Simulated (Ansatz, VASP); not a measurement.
**One calculation of Bi, two programs**

```xyz
2
Lattice="3.4125 0.0000 0.0000 -1.7062 2.9553 0.0000 0.0000 0.0000 5.5933" Properties=species:S:1:pos:R:3 pbc="T T T"
Bi    0.0000    1.9702    1.3983
Bi    1.7062    0.9851    4.1950
```

Alike in both runs: task single point; functional LDA; k mesh 12 × 12 × 6; occupations fermi-dirac, width 0.1 eV; no spin polarisation.

|  | VASP | Ansatz |
| --- | --- | --- |
| version | VASP 6.6.1 | Ansatz 0.2.0 |
| potentials or method | VASP PAW LDA potentials, release 64 (Bi_d), cutoff 520 eV | plane waves (420 eV) with PAW, scalar-relativistic |
| valence electrons in the cell | 30 | 30 |

|  | VASP | Ansatz | Ansatz less VASP |
| --- | --- | --- | --- |
| pressure (GPa) | 2.8 | 2.7 | -0.11 |
| traceless stress, the component that is largest in VASP (GPa) | 0.51 | 0.52 | +0.005 |

Ansatz warns that its potentials were made for another functional, while VASP's fit it. LDA's correlation is that of Perdew and Zunger in VASP and of Perdew and Wang (1992) in Ansatz.

Spin-orbit coupling is off throughout.
